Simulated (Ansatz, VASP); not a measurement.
## One calculation of InP, two programs

```
CELL_PARAMETERS angstrom
0.00000 2.98017 2.98017
2.98017 0.00000 2.98017
2.98017 2.98017 0.00000
ATOMIC_POSITIONS crystal
In 0.00000 0.00000 0.00000
P 0.75000 0.75000 0.75000
```

Alike in both runs: functional PBE; k mesh 10 × 10 × 10; occupations gaussian, width 0.02 eV; no spin polarisation.

Ansatz relaxed the structure, and its values are those at the end. VASP's run is a single point on that final structure, the one shown.

|  | VASP | Ansatz |
| --- | --- | --- |
| version | VASP 6.6.1 | Ansatz 0.2.0 |
| potentials or method | VASP PAW PBE potentials, release 64 (In_d, P), cutoff 500 eV | scalar-relativistic, plane waves, PAW |
| valence electrons in the cell | 18 | 18 |

|  | VASP | Ansatz | Ansatz less VASP |
| --- | --- | --- | --- |
| gap on the k mesh at the Fermi level (eV) | 0.44 | 0.44 | +0.003 |
| least direct gap on the mesh (eV) | 0.44 | 0.44 | +0.003 |
| pressure (GPa) | -0.1 | 0.0 | +0.05 |
